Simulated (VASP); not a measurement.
Set up this calculation in VASP 6.6.1, as the native input.

| Item | Value |
| --- | --- |
| Task | single point |
| Functional | LDA |
| Potentials or basis | VASP PAW LDA potentials, release 64 (Pt, S) |
| Cutoff | 520 eV |
| k mesh | 12 × 12 × 8 |
| Occupations | gaussian, width 0.05 eV |
| Spin | no spin polarisation |
| Dipole correction | no |
| Further INCAR settings | ALGO = Normal; EDIFF = 1e-07; NBANDS = 18 |

The structure of PtS2 lies in POSCAR:

```
PtS2
1.0
    3.5917424871      0.0000000000      0.0000000000
   -1.7958712435      3.1105402376      0.0000000000
    0.0000000000      0.0000000000      4.9035199064
Pt S
1 2
Direct
    0.0000000000      0.0000000000      0.0000000000
    0.3333333333      0.6666666667      0.2500000000
    0.6666666667      0.3333333333      0.7500000000
```

This cell differs from its parent crystal: ratio of the length along z to the lengths across it x 0.96, volume and fractional coordinates fixed.

One way to write it, as run:

INCAR

```
  ALGO = Normal
  EDIFF = 1E-7
  ENCUT = 520
  ISIF = 2
  ISMEAR = 0
  LASPH = True
  LCHARG = False
  LREAL = False
  LWAVE = False
  NBANDS = 18
  NELM = 80
  PREC = Accurate
  SIGMA = 0.05
```

KPOINTS

```
k-points
0
Gamma
  12 12 8
```

Potentials or basis: VASP PAW LDA potentials, release 64 (Pt, S).

Run with:

```bash
$ cat potpaw_LDA.64/Pt/POTCAR potpaw_LDA.64/S/POTCAR > POTCAR
$ mpirun -np 1 vasp_std > vasp.out
```

It gave:

```json
{
 "Pressure": "-7.0 GPa",
 "Largest force": "0.572 eV/Å",
 "Band gap on the k mesh": "0.29 eV, indirect (least direct gap 0.61 eV)"
}
```

Caveat: spin-orbit coupling is left out, which moves the levels of the heavy elements.

It took 2.6 min on 1 thread of AMD EPYC 7R43 64-Core Processor (Zen 3), on a shared host, peak memory 0.2 GiB.
